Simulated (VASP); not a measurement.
# K2WF (P6_3/mmc) in VASP: further runs, part 2 of 2

VASP 6.6.1. Earlier steps stand in the parts before.

### Step 3. Relaxation of cell and atoms, PBE, collinear spin

File INCAR:

```
PREC = Accurate
ENCUT = 600
EDIFF = 1E-6
ISMEAR = 0
SIGMA = 0.1
LREAL = F
LASPH = T
NELM = 150
ALGO = Normal
ISIF = 3
LWAVE = F
LCHARG = F
ISPIN = 2
MAGMOM = 0 0 0 0 0.19 0.19 0 0
LORBIT = 11
LMAXMIX = 4
GGA = PE
IBRION = 2
NSW = 90
EDIFFG = -0.04
KPAR = 4
```

File KPOINTS:

```
regular mesh
0
Gamma
  6 6 2
```

File POSCAR:

```
K2WF
1.0
    3.8307059100      0.0000000000      0.0000000000
   -1.9153529500      3.3174886300      0.0000000000
    0.0000000000      0.0000000000     13.6416190400
K W F
4 2 2
Direct
    0.6666666700      0.3333333300      0.9028959900
    0.3333333300      0.6666666700      0.0971040100
    0.3333333300      0.6666666700      0.4028959900
    0.6666666700      0.3333333300      0.5971040100
    0.0000000000      0.0000000000      0.0000000000
    0.0000000000      0.0000000000      0.5000000000
    0.3333333300      0.6666666700      0.7500000000
    0.6666666700      0.3333333300      0.2500000000
```

Potentials or basis: VASP PAW PBE potentials, release 64 (K_sv, W_sv, F).

Started as:

```bash
> cat potpaw_PBE.64/K_sv/POTCAR potpaw_PBE.64/W_sv/POTCAR potpaw_PBE.64/F/POTCAR > POTCAR
> mpirun -np 4 vasp_std > vasp.out
```

OUTCAR:

```text
PREC = Accurate
   ENCUT = 600
   EDIFF = 1E-6
   ISMEAR = 0
   LREAL = F
   LASPH = T
   NELM = 150
   ISIF = 3
   ISPIN = 2
   LORBIT = 11
   GGA = PE
   IBRION = 2
   NSW = 90
   EDIFFG = -0.04

 ion  position               nearest neighbor table
   1  0.667  0.333  0.903-   5 2.58   5 2.58   5 2.58   2 3.45   2 3.45   2 3.45
   2  0.333  0.667  0.097-   5 2.58   5 2.58   5 2.58   1 3.45   1 3.45   1 3.45
   3  0.333  0.667  0.403-   6 2.58   6 2.58   6 2.58   4 3.45   4 3.45   4 3.45
   4  0.667  0.333  0.597-   6 2.58   6 2.58   6 2.58   3 3.45   3 3.45   3 3.45
   5  0.000  0.000  0.000-   1 2.58   2 2.58   2 2.58   1 2.58   1 2.58   2 2.58
   6  0.000  0.000  0.500-   3 2.58   4 2.58   3 2.58   4 2.58   4 2.58   3 2.58
   7  0.333  0.667  0.750-
   8  0.667  0.333  0.250-

  LATTYP: Found a hexagonal cell.
 ALAT       =     3.8307059100
 C/A-ratio  =     3.5611240749

  Lattice vectors:

 A1 = (   3.8307059100,   0.0000000000,   0.0000000000)
 A2 = (  -1.9153529500,   3.3174886300,   0.0000000000)
 A3 = (   0.0000000000,   0.0000000000,  13.6416190400)

Analysis of symmetry for initial positions (statically):
=====================================================================
 Subroutine PRICEL returns:
 Original cell was already a primitive cell.

 Routine SETGRP: Setting up the symmetry group for a
 hexagonal supercell.

 Subroutine GETGRP returns: Found 24 space group operations
 (whereof 12 operations were pure point group operations)
 out of a pool of 24 trial point group operations.

The static configuration has the point symmetry D_3d.
 The point group associated with its full space group is D_6h.

Analysis of symmetry for dynamics (positions and initial velocities):
=====================================================================
 Subroutine PRICEL returns:
 Original cell was already a primitive cell.

 Routine SETGRP: Setting up the symmetry group for a
 hexagonal supercell.

 Subroutine GETGRP returns: Found 24 space group operations
 (whereof 12 operations were pure point group operations)
 out of a pool of 24 trial point group operations.

The dynamic configuration has the point symmetry D_3d.
 The point group associated with its full space group is D_6h.

Analysis of structural, dynamic, and magnetic symmetry:
=====================================================================
 Subroutine PRICEL returns:
 Original cell was already a primitive cell.

 Routine SETGRP: Setting up the symmetry group for a
 hexagonal supercell.

 Subroutine GETGRP returns: Found 24 space group operations
 (whereof 12 operations were pure point group operations)
 out of a pool of 24 trial point group operations.

The overall configuration has the point symmetry D_3d.
 The point group associated with its full space group is D_6h.

 Subroutine INISYM returns: Found 24 space group operations
 (whereof 12 operations are pure point group operations),
[... 77 lines left out ...]
  0.333333  0.166667  0.500000     12.000000
  0.333333  0.333333  0.500000      2.000000
   k-points           NKPTS =     14   k-points in BZ     NKDIM =     14   number of bands    NBANDS=     46
   number of dos      NEDOS =    301   number of ions     NIONS =      8
   total plane-waves  NPLWV = 114688
   dimension x,y,z NGX =    32 NGY =   32 NGZ =  112
   dimension x,y,z NGXF=    64 NGYF=   64 NGZF=  224
   ions per type =               4   2   2
   NGX,Y,Z   is equivalent  to a cutoff of  13.89, 13.89, 13.65 a.u.
   NGXF,Y,Z  is equivalent  to a cutoff of  27.77, 27.77, 27.30 a.u.
 SYSTEM =  unknown system
   PREC   = accura    normal or accurate (medium, high low for compatibility)
   ISTART =      0    job   : 0-new  1-cont  2-samecut
   ICHARG =      2    charge: 1-file 2-atom 10-const
   ISPIN  =      2    spin polarized calculation?
   LNONCOLLINEAR =      F non collinear calculations
   LSORBIT =      F    spin-orbit coupling
   LASPH  =      T    aspherical Exc in radial PAW
   ENCUT  =  600.0 eV  44.10 Ry    6.64 a.u.   7.65  7.65 27.25*2*pi/ulx,y,z
   NELM   =    150;   NELMIN=  2; NELMDL= -5     # of ELM steps
   EDIFF  = 0.1E-05   stopping-criterion for ELM
   LREAL  =      F    real-space projection
   EDIFFG = -.4E-01   stopping-criterion for IOM
   NSW    =     90    number of steps for IOM
   IBRION =      2    ionic relax: 0-MD 1-quasi-New 2-CG
   NFREE  =      1    steps in history (QN), initial steepest desc. (CG)
   ISIF   =      3    stress and relaxation
   ISYM   =      2    0-nonsym 1-usesym 2-fastsym
   POTIM  = 0.5000    time-step for ionic-motion
   TEBEG  =    0.0;   TEEND  =   0.0 temperature during run
   PSTRESS=    0.0 pullay stress
   NELECT =      78.0000    total number of electrons
   NUPDOWN=      -1.0000    fix difference up-down
   EMIN   =  10.00;   EMAX   =-10.00  energy-range for DOS
   EFERMI =   0.00;   METHOD = LEGACY
   ISMEAR =     0;   SIGMA  =   0.10  broadening in eV -4-tet -1-fermi 0-gaus
   EFERMI_NEDOS =   21; number of points for ismear=-14 and -15
   IALGO  =     38    algorithm
   IMIX   =      4    mixing-type and parameters
     AMIX     =   0.40;   BMIX     =  1.00
     AMIX_MAG =   1.60;   BMIX_MAG =  1.00
  volume/ion in A,a.u.               =      21.67       146.24
  Fermi-wavevector in a.u.,A,eV,Ry     =   1.254455  2.370576 21.410897  1.573657
  Thomas-Fermi vector in A             =   2.388259
   LORBIT       =     11    0 simple, 1 ext, 2 COOP (PROOUT), +10 PAW based schemes
   GGA     = PE    functional components
   LHFCALC =     F    Hartree Fock is set to
   AEXX    =    0.0000 exact exchange contribution
   IVDW    =     0    specifies the selected vdW correction
   LEPSILON=     F    determine dielectric tensor
   LRPA    =     F    only Hartree local field effects (RPA)
 conjugate gradient relaxation of ions
 spin polarized calculation
 Gauss-broadening in eV      SIGMA  =   0.10
  energy-cutoff  :      600.00
  volume of cell :      173.36
 maximum number of plane-waves:      5850
 NGX is ok and might be reduce to    32
   NGX = 15   NGY = 15   NGZ = 55

--------------------------------------- Ionic step        1  -------------------------------------------

 number of electron      77.9999990 magnetization       8.4171757

 Free energy of the ion-electron system (eV)
  ---------------------------------------------------
  ext. energy  EPLUGINS =         0.00000000
  ---------------------------------------------------
  free energy    TOTEN  =       -18.04234109 eV

  energy without entropy =      -18.01495212  energy(sigma->0) =      -18.02864660

------------------------ aborting loop because EDIFF is reached ----------------------------------------

  FORCE on cell =-STRESS in cart. coord.  units (eV):
  Direction    XX          YY          ZZ          XY          YZ          ZX
  --------------------------------------------------------------------------------------
  -------------------------------------------------------------------------------------
  Total       23.6667407     23.6667406     20.1470409      0.0000000      0.0000000      0.0000000
  in kB      218.7232056    218.7232053    186.1948561      0.0000003      0.0000000      0.0000000
  external PRESSURE =     207.8804223 kB  Pullay stress =       0.0000000 kB
[... 2880 lines left out ...]
     45       7.9612      0.00000
     46       7.9612      0.00000

[... ionic steps 4 to 22 ...]

--------------------------------------- Ionic step       23  -------------------------------------------

 number of electron      78.0000011 magnetization      -0.0009468

 number of electron      78.0000011 magnetization       0.0010057
[... 83 lines left out ...]
 number of electron      78.0000034 magnetization       0.0000823

 number of electron      78.0000034 magnetization      -0.0001822

 Free energy of the ion-electron system (eV)
  ---------------------------------------------------
  ext. energy  EPLUGINS =         0.00000000
  ---------------------------------------------------
  free energy    TOTEN  =       -35.62257851 eV

  energy without entropy =      -35.58948085  energy(sigma->0) =      -35.60602968

 E-fermi :   4.2066     XC(G=0): -10.0620

 val. band max:        4.1378810433   @ k =   0.3333   0.3333   0.0000
 cond. band min:       4.2774175518   @ k =   0.0000   0.0000   0.0000
 fundamental gap:      0.1395365085
 Fermi energy:         4.2065689682
[... 1410 lines left out ...]
  FREE ENERGIE OF THE ION-ELECTRON SYSTEM (eV)
  ---------------------------------------------------
  free  energy   TOTEN  =       -35.6225785075 eV

  energy  without entropy=      -35.5894808548  energy(sigma->0) =      -35.60602968

 reached required accuracy - stopping structural energy minimisation

 total charge

# of ion       s       p       d       tot
------------------------------------------
    1        1.979   5.601   0.064   7.644
    2        1.979   5.601   0.064   7.644
    3        1.979   5.601   0.064   7.644
    4        1.979   5.601   0.064   7.644
    5        2.420   6.124   3.096  11.640
    6        2.420   6.124   3.096  11.640
    7        1.750   4.400   0.000   6.150
    8        1.750   4.400   0.000   6.150
--------------------------------------------------
tot         16.257  43.451   6.449  66.157

 magnetization (x)

# of ion       s       p       d       tot
------------------------------------------
    1       -0.000   0.000  -0.000  -0.000
    2       -0.000   0.000  -0.000  -0.000
    3       -0.000   0.000  -0.000  -0.000
    4       -0.000   0.000  -0.000  -0.000
    5       -0.000  -0.000  -0.000  -0.000
    6       -0.000  -0.000  -0.000  -0.000
    7        0.000   0.000   0.000   0.000
    8        0.000   0.000   0.000   0.000
--------------------------------------------------
tot         -0.000  -0.000  -0.000  -0.000
```

Wall time 23 min (4 MPI ranks of Intel Xeon 6975P-C (Granite Rapids), shared host); peak memory 0.58 GiB.

What came out:

```
Free energy                                           : -35.6226 eV
Relaxed volume                                        : 19.46 Å³/atom
Relaxed cell                                          : a = 3.050 Å, b = 3.050 Å, c = 19.319 Å, α = 90.00°, β = 90.00°, γ = 120.00°
Space group after relaxing (to 0.1 Å)                 : P6_3/mmc (No. 194)
Energy gained by relaxing                             : 2197.5 meV/atom
Ionic steps                                           : 25
Pressure after relaxing                               : -0.1 GPa
Largest force after relaxing                          : 0.037 eV/Å
Band gap on the k mesh                                : zero (filled and empty bands overlap)
Net moment                                            : 0.00 μB per cell
Valence electrons inside the program's atomic spheres : K 7.64; W 11.64; F 6.15
```

Forces on the atoms (eV/Å):
```
K    0.000  0.000 -0.037
K    0.000  0.000  0.037
K    0.000  0.000 -0.037
K    0.000  0.000  0.037
W    0.000  0.000  0.000
W    0.000  0.000  0.000
F    0.000  0.000  0.000
F    0.000  0.000  0.000
```

Stress tensor (GPa, compression positive):
```
-0.18  0.00  0.00
 0.00 -0.18  0.00
 0.00  0.00  0.20
```

The path:
| step | energy change (eV) | largest force (eV/Å) | pressure (GPa) | volume (Å³) |
| --- | --- | --- | --- | --- |
| 1 | 0.0000 | 6.0414 | 20.79 | 173.36 |
| 2 | -9.9222 | 2.0891 | 2.75 | 253.88 |
| 3 | -10.9234 | 1.1364 | -0.97 | 295.97 |
| 4 | -10.9561 | 1.0255 | -1.39 | 302.79 |
| 5 | -10.9619 | 0.9784 | -1.56 | 305.89 |
| 6 | -11.3728 | 0.9590 | -1.26 | 292.09 |
| 7 | -12.4531 | 0.7990 | -0.41 | 252.72 |
| 8 | -13.5291 | 1.6538 | 3.13 | 182.87 |
| 9 | -13.2325 | 0.2004 | -0.59 | 217.09 |
| 10 | -13.5951 | 0.5168 | -0.31 | 199.60 |
| 11 | -13.6529 | 1.0050 | 1.10 | 191.14 |
| 12 | -13.8323 | 1.2901 | 1.87 | 186.49 |
| 13 | -14.3858 | 1.9304 | 1.91 | 175.54 |
| 14 | -13.5762 | 5.0059 | 13.87 | 153.02 |
| 15 | -14.4346 | 2.6252 | 3.84 | 169.60 |
| 16 | -15.0333 | 2.6623 | 3.70 | 167.60 |
| 17 | -15.7036 | 3.1370 | 4.97 | 159.80 |
| 18 | -16.2516 | 2.4488 | 1.64 | 163.62 |
| 19 | -16.8264 | 1.2319 | -4.11 | 172.29 |
| 20 | -16.8482 | 1.0328 | -5.04 | 174.07 |
| 21 | -17.1676 | 0.8528 | -3.79 | 168.84 |
| 22 | -17.5432 | 0.1975 | 1.06 | 154.87 |
| 23 | -17.5448 | 0.2489 | 0.67 | 155.71 |
| 24 | -17.5742 | 0.0795 | 0.23 | 155.68 |
| 25 | -17.5802 | 0.0369 | -0.05 | 155.65 |

Final structure:
```cif
data_structure
_symmetry_space_group_name_H-M 'P 1'
_symmetry_Int_Tables_number 1
_cell_length_a 3.0501
_cell_length_b 3.0501
_cell_length_c 19.3186
_cell_angle_alpha 90.000
_cell_angle_beta 90.000
_cell_angle_gamma 120.000
_cell_volume 155.65
loop_
_atom_site_label
_atom_site_type_symbol
_atom_site_fract_x
_atom_site_fract_y
_atom_site_fract_z
_atom_site_occupancy
K1 K 0.66667 0.33333 0.84228 1
K2 K 0.33333 0.66667 0.15772 1
K3 K 0.33333 0.66667 0.34228 1
K4 K 0.66667 0.33333 0.65772 1
W1 W 0.00000 0.00000 0.00000 1
W2 W 0.00000 0.00000 0.50000 1
F1 F 0.33333 0.66667 0.75000 1
F2 F 0.66667 0.33333 0.25000 1
```

Caveat: a cell axis changed by over 15 % at a fixed basis, so the end point is rough; spin-orbit coupling is left out, which moves the levels of the heavy elements.
